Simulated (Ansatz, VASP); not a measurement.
**Two plane-wave programs on HfH3F**

```
Hf H F
1.0
    -1.93751    1.93751    3.68145
     1.93751   -1.93751    3.68145
     1.93751    1.93751   -3.68145
Hf H F
1 3 1
Direct
  0.01942 0.01942 0.00000
  0.74342 0.74342 0.00000
  0.48367 0.98367 0.50000
  0.98367 0.48367 0.50000
  0.27983 0.27983 0.00000
```

Alike in both runs: functional PBE; k mesh 4 × 4 × 4; occupations gaussian, width 0.15 eV; no spin polarisation.

Ansatz relaxed the structure, and its values are those at the end. VASP's run is a single point on that final structure, the one shown.

|  | VASP | Ansatz |
| --- | --- | --- |
| version | VASP 6.6.1 | Ansatz 0.2.0 |
| potentials or method | VASP PAW PBE potentials, release 64 (Hf_pv, H, F), cutoff 600 eV | scalar-relativistic, plane waves, PAW |
| valence electrons in the cell | 20 | 36 |

|  | VASP | Ansatz | Ansatz less VASP |
| --- | --- | --- | --- |
| gap on the k mesh at the Fermi level (eV) | 1.55 | 1.55 | +0.002 |
| least direct gap on the mesh (eV) | 2.47 | 2.50 | +0.025 |
| pressure (GPa) | -0.6 | 0.3 | +0.88 |
| rms of the force components (eV/Å) | 0.042 | 0.009 | -0.0322 |

VASP's potentials hold 20 valence electrons a cell and Ansatz's 36, so a difference there can come from the potentials and not from the codes.

The k mesh is coarse, so the values compare programs but aren't converged. Spin-orbit coupling is off throughout.
